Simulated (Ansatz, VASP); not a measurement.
One calculation of Hf4F, two programs

Contents of INCAR:

```
PREC = Accurate
ENCUT = 520
EDIFF = 1E-7
ISMEAR = 0
SIGMA = 0.1
LREAL = False
LASPH = True
NELM = 80
ALGO = Normal
ISIF = 2
LWAVE = False
LCHARG = False
LDIPOL = True
IDIPOL = 3
DIPOL = 0.5 0.5 0.362
GGA = PE
NBANDS = 32
```

KPOINTS

```
regular mesh
0
Gamma
  9 9 1
```

File POSCAR:

```
Hf4F
1.0
    3.2048170381      0.0000000000      0.0000000000
   -1.6024085190      2.7754529695      0.0000000000
    0.0000000000      0.0000000000     24.5281466259
Hf F
4 1
Direct
    0.6666666667      0.3333333333      0.1630779553
    0.3333333333      0.6666666667      0.2663815885
    0.6666666667      0.3333333333      0.3732987945
    0.3333333333      0.6666666667      0.4699966451
    0.3333333333      0.6666666667      0.5397124711
```

Input for Ansatz:

```yaml
crystal:
  lattice:
    - [3.2048170381, 0.0, 0.0]
    - [-1.602408519, 2.7754529695, 0.0]
    - [0.0, 0.0, 24.5281466259]
  atoms:
    - { symbol: Hf, position: [0.6666666667, 0.3333333333, 0.1630779553] }
    - { symbol: Hf, position: [0.3333333333, 0.6666666667, 0.2663815885] }
    - { symbol: Hf, position: [0.6666666667, 0.3333333333, 0.3732987945] }
    - { symbol: Hf, position: [0.3333333333, 0.6666666667, 0.4699966451] }
    - { symbol: F, position: [0.3333333333, 0.6666666667, 0.5397124711] }
basis:
  ecutwfc: 420
kpoints:
  mp_grid: { grid: [9, 9, 1] }
hamiltonian:
  xc: pbe
scf:
  occupations: { method: gaussian, width: 0.1 }
output:
  forces: true
  eigenvalues: true
efield:
  axis: 3
  dipole_correction: true
  ramp_width: 0.04
```

Alike in both runs: task single point; functional PBE; k mesh 9 × 9 × 1; occupations gaussian, width 0.1 eV; no spin polarisation.

```csv
,VASP,Ansatz
version,VASP 6.6.1,Ansatz 0.2.0
potentials or method,"VASP PAW PBE potentials, release 64 (Hf_pv, F), cutoff 520 eV","scalar-relativistic, plane waves, PAW"
valence electrons in the cell,47,111
```

|  | VASP | Ansatz | Ansatz less VASP |
| --- | --- | --- | --- |
| gap on the k mesh at the Fermi level (eV) | none | none | - |
| rms of the force components (eV/Å) | 2.792 | 2.838 | +0.0467 |

Atom by atom the forces differ by 0.049 eV/Å (rms over components). A gap of «none» marks a metal or a gap that the smearing closes. With one functional, cell and mesh, what is left measures potentials, basis and numerics. VASP's potentials hold 47 valence electrons a cell and Ansatz's 111, so a difference there can come from the potentials and not from the codes.

Spin-orbit coupling is off throughout.
